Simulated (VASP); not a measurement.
# TaIr2PtAu3 in VASP: further runs, part 2 of 2

VASP 6.6.1.

### 5 Single point, PBE

INCAR reads:

```
ALGO     = Fast           # electronic algorithm
EDIFF    = 1E-7           # SCF threshold, eV
ENCUT    = 520            # plane-wave cutoff, eV
GGA      = PE             # functional
ISIF     = 2              # what is computed and relaxed
ISMEAR   = 0              # smearing method
LASPH    = True           # aspherical terms in the spheres
LCHARG   = False          # write CHGCAR
LREAL    = False          # projectors in reciprocal space
LWAVE    = False          # write WAVECAR
NBANDS   = 45             # bands
NELM     = 60             # most SCF steps
PREC     = Accurate       # precision mode
SIGMA    = 0.2            # smearing width, eV
```

KPOINTS reads:

```
k-points
0
Gamma
  6 6 4
```

POSCAR reads:

```
TaIr2PtAu3
1.0
    3.9152622370      0.0000119244     -0.0003219978
    0.0000099225      3.9151408455     -0.0000830170
   -0.0000956598     -0.0000098040      8.1865725749
Ta Ir Pt Au
1 2 1 3
Direct
   -0.0000212293     -0.0000038283      0.9269794980
    0.5000138086      0.9999891445      0.1270323752
   -0.0000009034      0.4999987311      0.1270362174
    0.5000310247      0.4999964654      0.3744199816
    1.0000304132     -0.0000013678      0.3969958829
    0.4999735318      1.0000122797      0.6656573145
   -0.0000266455      0.5000085754      0.6656553907
```

Potentials or basis: VASP PAW PBE potentials, release 64 (Ta_pv, Ir, Pt, Au).

Started as:

```sh
cat potpaw_PBE.64/Ta_pv/POTCAR potpaw_PBE.64/Ir/POTCAR potpaw_PBE.64/Pt/POTCAR potpaw_PBE.64/Au/POTCAR > POTCAR
mpirun -np 1 vasp_std > vasp.out
```

OUTCAR:

```text
EDIFF = 1E-7
   ENCUT = 520
   GGA = PE
   ISIF = 2
   ISMEAR = 0
   LASPH = True
   LREAL = False
   NELM = 60
   PREC = Accurate

 ion  position               nearest neighbor table
   1  1.000  1.000  0.927-   3 2.55   2 2.55   3 2.55   2 2.55   6 2.90   7 2.90   7 2.90   6 2.90

   2  0.500  1.000  0.127-   1 2.55   1 2.55   3 2.77   3 2.77   3 2.77   3 2.77   4 2.82   4 2.82
                             5 2.95   5 2.95
   3  1.000  0.500  0.127-   1 2.55   1 2.55   2 2.77   2 2.77   2 2.77   2 2.77   4 2.82   4 2.82
                             5 2.95   5 2.95
   4  0.500  0.500  0.374-   5 2.77   5 2.77   5 2.77   5 2.77   3 2.82   2 2.82   2 2.82   3 2.82
                             7 3.08   6 3.08   6 3.08   7 3.09
   5  0.000  1.000  0.397-   4 2.77   4 2.77   4 2.77   4 2.77   6 2.94   7 2.94   7 2.94   6 2.94
                             3 2.95   2 2.95   3 2.95   2 2.95
   6  0.500  0.000  0.666-   7 2.77   7 2.77   7 2.77   7 2.77   1 2.90   1 2.90   5 2.94   5 2.94
                             4 3.08   4 3.08
   7  1.000  0.500  0.666-   6 2.77   6 2.77   6 2.77   6 2.77   1 2.90   1 2.90   5 2.94   5 2.94
                             4 3.08   4 3.09

  LATTYP: Found a triclinic cell.
 ALAT       =     8.7545558214
 B/A-ratio  =     0.4472118205
 C/A-ratio  =     1.2939622055
 COS(alpha) =     0.0000123309
 COS(beta)  =     0.3091254291
 COS(gamma) =     0.8944211447

  Lattice vectors:

 A1 = (  -3.9152423920,   7.8302697666,   0.0001559638)
 A2 = (   0.0000099225,   3.9151408455,  -0.0000830170)
 A3 = (  -7.8304288142,  -0.0000140448,  -8.1859285793)

Analysis of symmetry for initial positions (statically):
=====================================================================
 Subroutine PRICEL returns:
 Original cell was already a primitive cell.

[... 152 lines left out ...]
  volume/ion in A,a.u.               =      17.93       120.98
  Fermi-wavevector in a.u.,A,eV,Ry     =   1.360344  2.570678 25.178083  1.850537
  Thomas-Fermi vector in A             =   2.487015
   LORBIT       =      0    0 simple, 1 ext, 2 COOP (PROOUT), +10 PAW based schemes
   GGA     = PE    functional components
   LHFCALC =     F    Hartree Fock is set to
   AEXX    =    0.0000 exact exchange contribution
   IVDW    =     0    specifies the selected vdW correction
   LEPSILON=     F    determine dielectric tensor
   LRPA    =     F    only Hartree local field effects (RPA)
 non-spin polarized calculation
 RMM-DIIS sequential band-by-band and
 Gauss-broadening in eV      SIGMA  =   0.20
  energy-cutoff  :      520.00
  volume of cell :      125.49
 maximum number of plane-waves:      3416
 NGX is ok and might be reduce to    30
   NGX = 15   NGY = 15   NGZ = 31

 number of electron      71.9999999 magnetization

 Free energy of the ion-electron system (eV)
  ---------------------------------------------------
  ext. energy  EPLUGINS =         0.00000000
  ---------------------------------------------------
  free energy    TOTEN  =       -45.17778467 eV

  energy without entropy =      -45.10906434  energy(sigma->0) =      -45.14342450

 E-fermi :   7.8577     XC(G=0): -12.3838

 val. band max:        7.7911356783   @ k =   0.0000   0.0000   0.0000
 cond. band min:       7.8684016128   @ k =   0.5000   0.3333   0.5000
 fundamental gap:      0.0772659345
 Fermi energy:         7.8577129011

 k-point     1 :       0.0000    0.0000    0.0000
  band No.  band energies     occupation
      1     -27.1837      2.00000
      2     -27.1134      2.00000
      3     -27.1134      2.00000
      4      -1.4896      2.00000
      5       0.3581      2.00000
      6       0.8250      2.00000
[... 1141 lines left out ...]
     44      11.6553      0.00000
     45      13.5386      0.00000

 [... further k-points ...]

------------------------ aborting loop because EDIFF is reached ----------------------------------------

  FORCE on cell =-STRESS in cart. coord.  units (eV):
  Direction    XX          YY          ZZ          XY          YZ          ZX
  --------------------------------------------------------------------------------------
  -------------------------------------------------------------------------------------
  Total       -0.0563201     -0.0546761     -0.0117426     -0.0005244      0.0009307      0.0027386
  in kB       -0.7190578     -0.6980679     -0.1499213     -0.0066948      0.0118821      0.0349651
  external PRESSURE =      -0.5223490 kB  Pullay stress =       0.0000000 kB

 VOLUME and BASIS-vectors are now :
 -----------------------------------------------------------------------------
  energy-cutoff  :      520.00
  volume of cell :      125.49
      direct lattice vectors                 reciprocal lattice vectors
     3.915262237  0.000011924 -0.000321998     0.255410734 -0.000000647  0.000002984
     0.000009923  3.915140845 -0.000083017    -0.000000778  0.255418653  0.000000306
    -0.000095660 -0.000009804  8.186572575     0.000010046  0.000002590  0.122151241

 POSITION                                       TOTAL-FORCE (eV/Angst)
 -----------------------------------------------------------------------------------
      3.91510      3.91513      7.58838         0.000075     -0.000036     -0.035419
      1.95768      3.91510      1.03972        -0.000093      0.000087      0.025774
      3.91525      1.95758      1.03963         0.000049      0.000015      0.025763
      1.95772      1.95756      3.06501        -0.000115      0.000079      0.012219
      0.00009      3.91513      3.24995        -0.000104      0.000019      0.002557
      1.95746      0.00005      5.44929         0.000133     -0.000104     -0.015461
      3.91510      1.95761      5.44907         0.000055     -0.000060     -0.015433
 -----------------------------------------------------------------------------------
    total drift:                               -0.000003      0.000002      0.000496

  FREE ENERGIE OF THE ION-ELECTRON SYSTEM (eV)
  ---------------------------------------------------
  free  energy   TOTEN  =       -45.1777846664 eV

  energy  without entropy=      -45.1090643391  energy(sigma->0) =      -45.14342450
```

OSZICAR:

```text
N       E                     dE             d eps       ncg     rms          rms(c)
DAV:   1     0.621406251170E+03    0.62141E+03   -0.34689E+04  6840   0.158E+03
DAV:   2    -0.844608418614E+01   -0.62985E+03   -0.60195E+03  6870   0.411E+02
DAV:   3    -0.472700581776E+02   -0.38824E+02   -0.36357E+02  8303   0.101E+02
[... 11 lines left out ...]
RMM:  15    -0.451777837197E+02   -0.71413E-06   -0.10488E-04  8679   0.437E-02    0.153E-02
RMM:  16    -0.451777840337E+02   -0.31399E-06   -0.29265E-05  9571   0.218E-02    0.821E-03
RMM:  17    -0.451777845774E+02   -0.54371E-06   -0.58144E-06  8983   0.107E-02    0.345E-03
RMM:  18    -0.451777847677E+02   -0.19030E-06   -0.16058E-06  8733   0.491E-03    0.237E-03
RMM:  19    -0.451777846561E+02    0.11157E-06   -0.43902E-07  6354   0.328E-03    0.125E-03
RMM:  20    -0.451777846664E+02   -0.10252E-07   -0.11124E-07  4979   0.205E-03
   1 F= -.45177785E+02 E0= -.45143425E+02  d E =-.687203E-01
```

stdout:

```text
POSCAR found type information on POSCAR TaIrPtAu
 POSCAR found :  4 types and       7 ions
 scaLAPACK will be used
 -----------------------------------------------------------------------------
|                                                                             |
|           W    W    AA    RRRRR   N    N  II  N    N   GGGG   !!!           |
[... 18 lines left out ...]
|                                                                             |
 -----------------------------------------------------------------------------

 LDA part: xc-table for (Slater+PW92), standard interpolation
 POSCAR, INCAR and KPOINTS ok, starting setup
 FFT: planning ... GRIDC
 FFT: planning ... GRID_SOFT
 FFT: planning ... GRID
 WAVECAR not read
 entering main loop
```

Wall time 22 min (1 thread of Intel Xeon 8259CL, shared host); peak memory 0.55 GiB.

Results:

- Free energy: -45.1778 eV
- Pressure: -0.1 GPa
- Largest force: 0.035 eV/Å
- Band gap on the k mesh: zero (bands 36 and 37 overlap by 1.73 eV)

Forces in eV/Å, atoms in the order of the input:
```
Ta   0.000  0.000 -0.035
Ir   0.000  0.000  0.026
Ir   0.000  0.000  0.026
Pt   0.000  0.000  0.012
Au   0.000  0.000  0.003
Au   0.000  0.000 -0.015
Au   0.000  0.000 -0.015
```

Levels at points of the mesh, in eV from the Fermi level:
| k point | band 32 | band 33 | band 34 | band 35 | band 36 | band 37 | band 38 | band 39 | band 40 | band 41 |
| --- | --- | --- | --- | --- | --- | --- | --- | --- | --- | --- |
| (0.00, 0.00, 0.00) | -0.29 | -0.29 | -0.07 | 0.28 | 1.20 | 1.86 | 1.88 | 1.90 | 2.12 | 2.12 |
| (0.50, 0.00, 0.00) | -1.97 | -1.74 | -1.57 | -1.27 | -0.78 | -0.41 | -0.11 | 1.05 | 2.08 | 2.39 |
| (0.00, 0.50, 0.00) | -1.97 | -1.74 | -1.57 | -1.27 | -0.78 | -0.41 | -0.11 | 1.05 | 2.08 | 2.39 |
| (0.50, 0.50, 0.00) | -0.98 | -0.38 | 0.08 | 0.10 | 0.11 | 0.49 | 0.49 | 0.54 | 0.58 | 0.58 |
| (0.00, 0.00, 0.50) | -0.68 | -0.47 | -0.47 | -0.07 | 0.28 | 0.92 | 0.92 | 1.79 | 1.86 | 1.87 |
| (0.50, 0.00, 0.50) | -1.95 | -1.50 | -1.39 | -1.25 | -0.88 | -0.53 | 0.80 | 1.02 | 2.18 | 2.39 |
| (0.00, 0.50, 0.50) | -1.95 | -1.50 | -1.39 | -1.25 | -0.88 | -0.53 | 0.80 | 1.02 | 2.18 | 2.39 |
| (0.50, 0.50, 0.50) | -1.30 | -1.30 | -1.26 | 0.09 | 0.52 | 0.52 | 0.72 | 0.72 | 1.12 | 1.17 |

Caveat: spin-orbit coupling is left out, which moves the levels of the heavy elements.

### 6 Overview

```csv
cell,k mesh,smearing,further INCAR settings,gap on the mesh (eV),pressure (GPa),largest force (eV/Å)
"a = 3.919, b = 3.919, c = 8.163 Å, 7 atoms, atomic positions A",6 × 6 × 4,gaussian 0.2 eV,ALGO = Fast; EDIFF = 1e-06; NBANDS = 45,none,0.0,0.05
"a = 3.779, b = 3.779, c = 7.725 Å, 7 atoms, atomic positions B",8 × 8 × 4,gaussian 0.1 eV,ALGO = Fast; EDIFF = 1e-06; NBANDS = 45,none,31.6,0.08
"a = 3.919, b = 3.919, c = 8.163 Å, 7 atoms, atomic positions A",8 × 8 × 4,gaussian 0.1 eV,ALGO = Fast; EDIFF = 1e-07; NBANDS = 45,none,-0.1,0.04
"a = 3.915, b = 3.915, c = 8.187 Å, 7 atoms, atomic positions A",6 × 6 × 4,gaussian 0.2 eV,ALGO = Fast; EDIFF = 1e-07; NBANDS = 45,none,-0.1,0.04
```

Alike in all rows: task single point; level PBE; potentials or basis VASP PAW PBE potentials, release 64 (Ta_pv, Ir, Pt, Au); no spin polarisation; cutoff (eV) 520.

Caveats: spin-orbit coupling is left out, which moves the levels of the heavy elements; the cell stands under pressure (at least some runs).

Total energies depend on the potentials used, so only differences within one code and one set of settings carry meaning.
